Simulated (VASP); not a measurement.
Set up this calculation in VASP 6.6.1, as the native input.

- Task: single point
- Functional: r2SCAN
- Potentials or basis: VASP PAW PBE potentials, release 64 (Ga_d)
- Cutoff: 520 eV
- k mesh: 10 × 10 × 8
- Occupations: fermi-dirac, width 0.05 eV
- Spin: no spin polarisation
- Dipole correction: no
- Further INCAR settings: ALGO = Normal; EDIFF = 1e-07; NBANDS = 20

Crystal: Ga.

```
CELL_PARAMETERS angstrom
1.38300 -4.02650 0.00000
1.38300 4.02650 0.00000
-0.11745 0.00000 3.32993
ATOMIC_POSITIONS crystal
Ga 0.13100 0.86900 0.75000
Ga 0.86900 0.13100 0.25000
```

One way to write it, as run:

POSCAR

```
Ga
1.0
    1.3830000000     -4.0265000000      0.0000000000
    1.3830000000      4.0265000000      0.0000000000
   -0.1174474948      0.0000000000      3.3299294416
Ga
2
Direct
    0.1310000000      0.8690000000      0.7500000000
    0.8690000000      0.1310000000      0.2500000000
```

INCAR.step1

```
SYSTEM = Ga
  PREC = Accurate
  ENCUT = 520
  ISMEAR = -1
  SIGMA = 0.05
  LREAL = .False.
  LASPH = .True.
  NELM = 60
  NBANDS = 20
  GGA = PE
  ALGO = Normal
  EDIFF = 1E-4
  LWAVE = .True.
  LCHARG = .False.
```

INCAR.step2

```
SYSTEM = Ga
  PREC = Accurate
  ENCUT = 520
  EDIFF = 1E-7
  ISMEAR = -1
  SIGMA = 0.05
  LREAL = .False.
  LASPH = .True.
  NELM = 60
  ALGO = Normal
  ISIF = 2
  LWAVE = .False.
  LCHARG = .False.
  METAGGA = R2SCAN
  LMIXTAU = .True.
  NBANDS = 20
  ISTART = 1
```

KPOINTS

```
regular mesh
0
Gamma
  10 10 8
  0 0 0
```

Potentials or basis: VASP PAW PBE potentials, release 64 (Ga_d).

Run with:

```console
$ cat potpaw_PBE.64/Ga_d/POTCAR > POTCAR
$ cp INCAR.step1 INCAR
$ mpirun -np 1 vasp_std > vasp.out
$ cp INCAR.step2 INCAR
$ mpirun -np 1 vasp_std > vasp.out
```

Results of the run:

- Pressure: -1.4 GPa
- Largest force: 0.209 eV/Å
- Band gap on the k mesh: zero (bands 13 and 14 overlap by 8.75 eV)

Caveat: the PAW data sets were made with another functional, which shifts forces and pressure a little.

Run time: 12 min on 1 thread of Intel Xeon 8259CL, with other jobs on the host, peak memory 0.27 GiB.
